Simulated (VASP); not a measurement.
# W (P6_3/mmc) in VASP: further runs, part 2 of 2

VASP 6.6.1.

### Step 4. Single point, RPBE (18.05 Å³/atom)

This run uses another cell than the first one, of 18.05 Å³/atom.

INCAR

```
SYSTEM = W
PREC = Accurate
ENCUT = 520
EDIFF = 1E-6
ISMEAR = -1
SIGMA = 0.1
LREAL = .FALSE.
LASPH = .TRUE.
NELM = 80
ALGO = Normal
ISIF = 2
LWAVE = .FALSE.
LCHARG = .FALSE.
GGA = RP
NBANDS = 36
```

KPOINTS

```
Automatic mesh
0
G
  15 15 4
  0 0 0
```

POSCAR

```
W
1.0
    2.8694953476      0.0000000000      0.0000000000
   -1.4347476738      2.4850558671      0.0000000000
    0.0000000000      0.0000000000     10.1247580602
W
4
Direct
    1.0000000000      1.0000000000      1.0000000000
    1.0000000000      1.0000000000      0.5000000000
    0.3333333333      0.6666666667      0.2500000000
    0.6666666667      0.3333333333      0.7500000000
```

Potentials or basis: VASP PAW PBE potentials, release 64 (W_sv).

The run is started by

```bash
cat potpaw_PBE.64/W_sv/POTCAR > POTCAR
mpirun -np 1 vasp_std > vasp.out
```

OUTCAR:

```text
SYSTEM = W
   PREC = Accurate
   ENCUT = 520
   EDIFF = 1E-6
   ISMEAR = -1
   LREAL = .FALSE.
   LASPH = .TRUE.
   NELM = 80
   ISIF = 2
   GGA = RP

 ion  position               nearest neighbor table
   1  0.000  0.000  0.000-   3 3.03   4 3.03   4 3.03   3 3.03   4 3.03   3 3.03
   2  0.000  0.000  0.500-   3 3.03   4 3.03   4 3.03   3 3.03   4 3.03   3 3.03
   3  0.333  0.667  0.250-   1 3.03   2 3.03   1 3.03   2 3.03   1 3.03   2 3.03
   4  0.667  0.333  0.750-   1 3.03   2 3.03   1 3.03   2 3.03   1 3.03   2 3.03

  LATTYP: Found a hexagonal cell.
 ALAT       =     2.8694953476
[... 1130 lines left out ...]

 [... further k-points ...]
[... 5 lines left out ...]
  --------------------------------------------------------------------------------------
  -------------------------------------------------------------------------------------
  Total       -8.3661910     -8.3661910     -7.1493821      0.0000000     -0.0000000      0.0000000
  in kB     -185.6572971   -185.6572971   -158.6546325      0.0000000     -0.0000000      0.0000000
  external PRESSURE =    -176.6564089 kB  Pullay stress =       0.0000000 kB

 VOLUME and BASIS-vectors are now :
 -----------------------------------------------------------------------------
  energy-cutoff  :      520.00
  volume of cell :       72.20
      direct lattice vectors                 reciprocal lattice vectors
     2.869495348  0.000000000  0.000000000     0.348493334  0.201202720  0.000000000
    -1.434747674  2.485055867  0.000000000     0.000000000  0.402405440  0.000000000
     0.000000000  0.000000000 10.124758060     0.000000000  0.000000000  0.098767792

 POSITION                                       TOTAL-FORCE (eV/Angst)
 -----------------------------------------------------------------------------------
      0.00000      0.00000      0.00000         0.000000      0.000000     -0.000000
      0.00000      0.00000      5.06238         0.000000      0.000000     -0.000000
     -0.00000      1.65670      2.53119        -0.000000     -0.000000      0.000000
      1.43475      0.82835      7.59357         0.000000      0.000000      0.000000
 -----------------------------------------------------------------------------------
    total drift:                               -0.000000      0.000000     -0.000000

  FREE ENERGIE OF THE ION-ELECTRON SYSTEM (eV)
  ---------------------------------------------------
  free  energy   TOTEN  =       -47.4637611417 eV

  energy  without entropy=      -47.3194374980  energy(sigma->0) =      -47.39159932
```

stdout:

```text
POSCAR found type information on POSCAR W
 POSCAR found :  1 types and       4 ions
 scaLAPACK will be used
 -----------------------------------------------------------------------------
|                                                                             |
|                                                                             |
|     You enforced a specific xc type in the INCAR file but a different       |
|     I HOPE YOU KNOW WHAT YOU ARE DOING!                                     |
|                                                                             |
 -----------------------------------------------------------------------------

 LDA part: xc-table for (Slater+PW92), standard interpolation
 POSCAR, INCAR and KPOINTS ok, starting setup
 FFT: planning ... GRIDC
 FFT: planning ... GRID_SOFT
 FFT: planning ... GRID
 WAVECAR not read
 entering main loop
```

Wall time 1.8 min (1 thread of AMD EPYC 9R45 (Zen 5), shared host); peak memory 0.27 GiB.

Results:

```yaml
Free_energy: -47.4638 eV
Pressure: -17.7 GPa
Band_gap_on_the_k_mesh: zero (bands 28 and 29 overlap by 1.56 eV)
```

Stress tensor (GPa, compression positive):
```
-18.57   0.00   0.00
  0.00 -18.57   0.00
  0.00   0.00 -15.87
```

Caveat: the cell stands under tension; the PAW data sets were made with another functional, which shifts forces and pressure a little; spin-orbit coupling is left out, which moves the levels of the heavy elements.

### Step 5. Single point, RPBE (18.72 Å³/atom)

This run uses another cell than the first one, of 18.72 Å³/atom.

INCAR

```
SYSTEM = W
PREC     = Accurate       ! precision mode
ENCUT    = 520            ! plane-wave cutoff, eV
EDIFF    = 1E-6           ! SCF threshold, eV
ISMEAR   = -1             ! smearing method
SIGMA    = 0.1            ! smearing width, eV
LREAL    = .FALSE.        ! projectors in reciprocal space
LASPH    = .TRUE.         ! aspherical terms in the spheres
NELM     = 100            ! most SCF steps
ALGO     = Normal         ! electronic algorithm
ISIF     = 2              ! what is computed and relaxed
LWAVE    = .FALSE.        ! write WAVECAR
LCHARG   = .FALSE.        ! write CHGCAR
GGA      = RP             ! functional
NBANDS   = 36             ! bands
```

KPOINTS

```
regular mesh
0
G
  15 15 4
  0 0 0
```

POSCAR

```
W
1.0
    2.9044926425      0.0000000000      0.0000000000
   -1.4522463213      2.5153644135      0.0000000000
    0.0000000000      0.0000000000     10.2482428895
W
4
Direct
    1.0000000000      1.0000000000      1.0000000000
    1.0000000000      1.0000000000      0.5000000000
    0.3333333333      0.6666666667      0.2500000000
    0.6666666667      0.3333333333      0.7500000000
```

The run is started by

```bash
cat potpaw_PBE.64/W_sv/POTCAR > POTCAR
mpirun -np 1 vasp_std > vasp.out
```

It took 1.8 min on 1 thread of AMD EPYC 9R45 (Zen 5), shared host; peak memory 0.27 GiB.

It converged, with:

```yaml
Free_energy: -47.1136 eV
Pressure: -24.2 GPa
Band_gap_on_the_k_mesh: zero (bands 28 and 29 overlap by 1.43 eV)
```

Stress tensor (GPa, compression positive):
```
-25.53   0.00   0.00
  0.00 -25.53   0.00
  0.00   0.00 -21.59
```

Levels at points of the mesh, in eV from the Fermi level:
```
           k point  band 24  band 25  band 26  band 27  band 28  band 29  band 30  band 31  band 32  band 33
(0.00, 0.00, 0.00)    -0.44    -0.42    -0.42    -0.31    -0.31    -0.08    -0.08     0.06     0.06     1.87
(0.00, 0.00, 0.50)    -1.26    -0.33    -0.33    -0.33    -0.33    -0.07    -0.07    -0.07    -0.07     2.15
```

Caveat: the cell stands under tension; the PAW data sets were made with another functional, which shifts forces and pressure a little; spin-orbit coupling is left out, which moves the levels of the heavy elements.

### Step 6. Single point, RPBE

This run uses another cell than the first one, of 16.71 Å³/atom.

INCAR

```
  PREC = Accurate
  ENCUT = 520
  EDIFF = 1E-6
  ISMEAR = -1
  SIGMA = 0.1
  LREAL = F
  LASPH = T
  NELM = 100
  ALGO = Normal
  ISIF = 2
  LWAVE = F
  LCHARG = F
  GGA = RP
  NBANDS = 36
```

KPOINTS

```
regular mesh
0
Gamma
  17 17 5
```

POSCAR

```
W
1.0
    2.7968184321      0.0000000000      0.0000000000
   -1.3984092161      2.4221158119      0.0000000000
    0.0000000000      0.0000000000      9.8683240543
W
4
Direct
    1.0000000000      1.0000000000      1.0000000000
    1.0000000000      1.0000000000      0.5000000000
    0.3333333333      0.6666666667      0.2500000000
    0.6666666667      0.3333333333      0.7500000000
```

Potentials or basis: VASP PAW PBE potentials, release 64 (W_sv).

The run is started by

```bash
cat potpaw_PBE.64/W_sv/POTCAR > POTCAR
mpirun -np 1 vasp_std > vasp.out
```

Wall time 2.1 min (1 thread of AMD EPYC 9R45 (Zen 5), shared host); peak memory 0.28 GiB.

The run converged. Its results:

| Item | Value |
| --- | --- |
| Free energy | -47.7712 eV |
| Pressure | 0.4 GPa |
| Band gap on the k mesh | zero (bands 28 and 29 overlap by 1.90 eV) |

Stress tensor (GPa, compression positive):
```
0.54 0.00 0.00
0.00 0.54 0.00
0.00 0.00 0.10
```

Levels at points of the mesh, in eV from the Fermi level:
| k point | band 24 | band 25 | band 26 | band 27 | band 28 | band 29 | band 30 | band 31 | band 32 | band 33 |
| --- | --- | --- | --- | --- | --- | --- | --- | --- | --- | --- |
| (0.00, 0.00, 0.00) | -0.54 | -0.54 | -0.41 | -0.41 | -0.29 | -0.14 | -0.14 | 0.03 | 0.03 | 2.16 |

Caveat: the PAW data sets were made with another functional, which shifts forces and pressure a little; spin-orbit coupling is left out, which moves the levels of the heavy elements.

### Step 7. The runs side by side

```csv
task,cell,k mesh,cutoff (eV),gap on the mesh (eV),pressure (GPa)
relaxation of cell and atoms,"relaxed from a = 2.819, b = 2.819, c = 9.208 Å, angles 90.0, 90.0, 120.0°, 4 atoms",13 × 13 × 4,600,none,0.0
single point,"a = 2.834, b = 2.834, c = 9.998 Å, angles 90.0, 90.0, 120.0°, 4 atoms",15 × 15 × 4,520,none,-9.6
single point,"a = 2.869, b = 2.869, c = 10.125 Å, angles 90.0, 90.0, 120.0°, 4 atoms",15 × 15 × 4,520,none,-17.7
single point,"a = 2.904, b = 2.904, c = 10.248 Å, angles 90.0, 90.0, 120.0°, 4 atoms",15 × 15 × 4,520,none,-24.2
single point,"a = 2.797, b = 2.797, c = 9.868 Å, angles 90.0, 90.0, 120.0°, 4 atoms",17 × 17 × 5,520,none,0.4
```

Alike in all rows: level RPBE; potentials or basis VASP PAW PBE potentials, release 64 (W_sv); no spin polarisation; smearing fermi-dirac 0.1 eV.

Caveats: the PAW data sets were made with another functional, which shifts forces and pressure a little; spin-orbit coupling is left out, which moves the levels of the heavy elements; the cell stands under tension (at least some runs).

Total energies depend on the potentials used, so only differences within one code and one set of settings carry meaning.
